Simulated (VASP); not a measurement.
Cu2Os: relaxation of cell and atoms with PBE

Crystal: Cu2Os.

```xyz
3
Lattice="-1.5633 1.5633 3.8350 1.5633 -1.5633 3.8350 1.5633 1.5633 -3.8350" Properties=species:S:1:pos:R:3 pbc="T T T"
Cu    0.0000    0.0000    5.1006
Cu    0.0000    0.0000    2.5695
Os    0.0000    0.0000    0.0000
```

```json
{
  "Program": "VASP 6.6.1",
  "Task": "relaxation of cell and atoms",
  "Functional": "PBE",
  "Potentials or basis": "VASP PAW PBE potentials, release 64 (Cu, Os)",
  "Cutoff": "600 eV",
  "k mesh": "8 × 8 × 8",
  "Occupations": "gaussian, width 0.1 eV",
  "Spin": "no spin polarisation",
  "Dipole correction": "no",
  "Further INCAR settings": "ALGO = Normal; EDIFF = 1e-06; IBRION = 2; EDIFFG = -0.04; NSW = 90; ISIF = 3"
}
```

* Relaxed volume: 12.84 Å³/atom
* Relaxed cell: a = 6.003 Å, b = 6.003 Å, c = 6.003 Å, α = 155.03°, β = 155.03°, γ = 35.61°
* Space group after relaxing (to 0.05 Å): I4/mmm (No. 139)
* Energy gained by relaxing: 321.4 meV/atom
* Ionic steps: 16
* Pressure after relaxing: -0.1 GPa
* Largest force after relaxing: 0.038 eV/Å
* Band gap on the k mesh: zero (band 15 reaches 10.91 eV, above the bottom of band 16 at 7.10 eV)

Forces on the atoms (eV/Å):
```
Cu   0.000  0.000 -0.038
Cu   0.000  0.000  0.038
Os   0.000  0.000  0.000
```

Stress tensor (GPa, compression positive):
```
-0.32  0.00  0.00
 0.00 -0.32  0.00
 0.00  0.00  0.37
```

The path:
```
step  energy change (eV)  largest force (eV/Å)  pressure (GPa)  volume (Å³)
   1              0.0000                0.6199            9.49        37.49
   2             -0.0554                0.1472          -12.94        41.61
   3             -0.1124                0.3343           -5.29        39.77
   4             -0.2562                0.2713           -3.55        39.12
   5             -0.5229                0.7657            8.00        36.57
   6             -0.5964                1.0342            4.38        37.14
   7             -0.6687                1.5934           -1.23        38.26
   8             -0.7789                1.2649           -2.37        38.51
   9             -0.9432                0.4785           -2.88        38.90
  10             -0.9457                0.3374           -2.64        38.94
  11             -0.9461                0.4029           -2.75        38.92
  12             -0.9563                0.2468            2.27        38.08
  13             -0.9568                0.2754            1.26        38.23
  14             -0.9624                0.1520            0.45        38.37
  15             -0.9641                0.0498           -0.11        38.50
  16             -0.9642                0.0377           -0.09        38.51
```

Final structure:
```yaml
crystal:
  lattice:
    - [-1.29792, 1.29792, 5.71536]
    - [1.29792, -1.29792, 5.71536]
    - [1.29792, 1.29792, -5.71536]
  atoms:
    - { symbol: Cu, position: [0.67044, 0.67044, 0.00000] }
    - { symbol: Cu, position: [0.32956, 0.32956, 0.00000] }
    - { symbol: Os, position: [0.00000, 0.00000, 0.00000] }
```

Levels at points of the mesh, in eV from the Fermi level:
| k point | band 11 | band 12 | band 13 | band 14 | band 15 | band 16 | band 17 | band 18 | band 19 |
| --- | --- | --- | --- | --- | --- | --- | --- | --- | --- |
| (0.00, 0.00, 0.00) | -2.22 | -2.13 | -2.13 | -1.94 | -1.33 | 0.42 | 0.42 | 2.01 | 12.07 |
| (0.50, 0.00, 0.00) | -2.46 | -2.14 | -1.39 | -0.78 | -0.59 | -0.31 | 0.96 | 2.75 | 6.50 |
| (0.50, 0.50, 0.00) | -1.65 | -1.65 | -0.89 | 0.35 | 1.89 | 4.25 | 4.89 | 5.18 | 6.83 |
| (0.50, 0.50, 0.50) | -2.45 | -2.33 | -2.21 | -1.96 | 0.63 | 0.63 | 1.19 | 2.01 | 8.36 |

It took 8.1 min on 1 thread of Intel(R) Xeon(R) Platinum 8488C (Sapphire Rapids) (shared host), peak memory 0.25 GiB.

Caveat: spin-orbit coupling is left out, which moves the levels of the heavy elements.
